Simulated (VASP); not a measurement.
# Ag: relaxation of cell and atoms with PBE

The system is Ag.

```
CELL_PARAMETERS angstrom
0.00000 2.08844 2.08844
2.08844 0.00000 2.08844
2.08844 2.08844 0.00000
ATOMIC_POSITIONS crystal
Ag 0.00000 0.00000 0.00000
```

```json
{
  "Program": "VASP 6.6.1",
  "Task": "relaxation of cell and atoms",
  "Functional": "PBE",
  "Potentials or basis": "VASP PAW PBE potentials, release 64 (Ag)",
  "Cutoff": "600 eV",
  "k mesh": "16 × 16 × 16",
  "Occupations": "fermi-dirac, width 0.05 eV",
  "Spin": "no spin polarisation",
  "Target pressure": "-1.8 GPa",
  "Dipole correction": "no",
  "Further INCAR settings": "ALGO = Normal; EDIFF = 1e-06; IBRION = 2; EDIFFG = -0.005; NSW = 32; ISIF = 3"
}
```

```
Relaxed volume                                         : 18.19 Å³/atom
Relaxed cell                                           : a = 2.952 Å, b = 2.952 Å, c = 2.952 Å, α = 60.00°, β = 60.00°, γ = 60.00°
Space group after relaxing (to 0.05 Å)                 : Fm-3m (No. 225)
Energy change on relaxing (the enthalpy is what falls) : -0.3 meV/atom
Ionic steps                                            : 2
Pressure after relaxing                                : -1.8 GPa
```

Step by step:
```tsv
step	energy change (eV)	largest force (eV/Å)	pressure (GPa)	volume (Å³)
1	0.0000	0.0000	-1.88	18.22
2	-0.0003	0.0000	-1.80	18.19
```

Final structure:
```
Ag
1.0
     0.00000    2.08752    2.08752
     2.08752    0.00000    2.08752
     2.08752    2.08752    0.00000
Ag
1
Direct
  0.00000 0.00000 0.00000
```

Levels at points of the mesh, in eV from the Fermi level:
| k point | band 4 | band 5 | band 6 | band 7 | band 8 | band 9 |
| --- | --- | --- | --- | --- | --- | --- |
| (0.00, 0.00, 0.00) | -4.54 | -3.62 | -3.62 | 15.91 | 19.10 | 19.10 |
| (0.50, 0.00, 0.00) | -2.91 | -2.91 | -0.19 | 3.30 | 15.13 | 17.24 |
| (0.50, 0.50, 0.00) | -2.73 | -2.73 | 1.70 | 6.29 | 10.38 | 10.38 |

Run time: 17 s on 1 thread of Intel(R) Xeon(R) Platinum 8488C (Sapphire Rapids), with other jobs on the host, peak memory 0.17 GiB.

Caveat: the cell is relaxed towards a set pressure, so the enthalpy falls and the energy may rise.
